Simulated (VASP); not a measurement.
A run of VASP 6.6.1 is set up as follows.

The input INCAR:

```
SYSTEM = PtSe2
PREC = Accurate ; ENCUT = 600
EDIFF = 1E-7 ; ISMEAR = -1
SIGMA = 0.05 ; LREAL = .FALSE.
LASPH = .TRUE. ; NELM = 80
ALGO = Normal ; ISIF = 3
LWAVE = .FALSE. ; LCHARG = .FALSE.
GGA = RE ; IVDW = 12
IBRION = 2 ; NSW = 60
EDIFFG = -0.01
```

Contents of KPOINTS:

```
Automatic mesh
0
G
  8 8 5
  0 0 0
```

Contents of POSCAR:

```
PtSe2
1.0
    3.7240000000      0.0000000000      0.0000000000
   -1.8620000000      3.2250786037      0.0000000000
    0.0000000000      0.0000000000      5.0620000000
Pt Se
1 2
Direct
    0.0000000000      0.0000000000      0.0000000000
    0.6666666667      0.3333333333      0.7500000000
    0.3333333333      0.6666666667      0.2500000000
```

Potentials or basis: VASP PAW PBE potentials, release 64 (Pt, Se).

Launch:

```sh
$ cat potpaw_PBE.64/Pt/POTCAR potpaw_PBE.64/Se/POTCAR > POTCAR
$ mpirun -np 1 vasp_std > vasp.out
```

Task: Predict the band gap on the k mesh.

Result: Zero (band 11 reaches 8.12 eV, above the bottom of band 12 at 7.19 eV).

Task: Predict the relaxed volume.

Result: 19.09 Å³/atom.

Task: Predict the space group after relaxing (to 0.05 Å).

Result: P-3m1 (No. 164).

Final structure:
```
Pt Se
1.0
     3.75716    0.00000    0.00000
    -1.87858    3.25379    0.00000
     0.00000    0.00000    4.68570
Pt Se
1 2
Direct
  0.00000 0.00000 0.00000
  0.66667 0.33333 0.72685
  0.33333 0.66667 0.27315
```

Caveat: the PAW data sets were made with another functional, which shifts forces and pressure a little; spin-orbit coupling is left out, which moves the levels of the heavy elements; pairwise dispersion overbinds metals, which lowers pressure and volume.
